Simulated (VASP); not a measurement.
Input of a VASP 6.6.1 run:

INCAR

```
  ALGO = Normal
  EDIFF = 1E-6
  ENCUT = 520
  GGA = PE
  ISIF = 2
  ISMEAR = 0
  IVDW = 12
  LASPH = True
  LCHARG = False
  LREAL = False
  LWAVE = False
  NBANDS = 16
  NELM = 60
  PREC = Accurate
  SIGMA = 0.1
```

Contents of KPOINTS:

```
k-points
0
Gamma
  12 12 8
```

Contents of POSCAR:

```
Te
1.0
    4.2749340714      0.0000000000      0.0000000000
   -2.1374670357      3.7022015053      0.0000000000
    0.0000000000      0.0000000000      6.0025209489
Te
3
Direct
    0.2846813401      0.0000000000      0.1666666667
    0.0000000000      0.2846813401      0.8333333333
    0.7153186599      0.7153186599      0.5000000000
```

Potentials or basis: VASP PAW PBE potentials, release 64 (Te).

The run is started by

```console
$ cat potpaw_PBE.64/Te/POTCAR > POTCAR
$ mpirun -np 1 vasp_std > vasp.out
```

Task: Predict the largest force.

Result: 0.055 eV/Å.

Task: Estimate the dispersion energy per atom.

Result: -0.463 eV.

Stress tensor (GPa, compression positive):
```
0.60 0.00 0.00
0.00 0.60 0.00
0.00 0.00 0.39
```

Caveat: the cell differs from its parent crystal (biaxial strain in the a-b plane: -1.0 %); pairwise dispersion overbinds metals, which lowers pressure and volume.
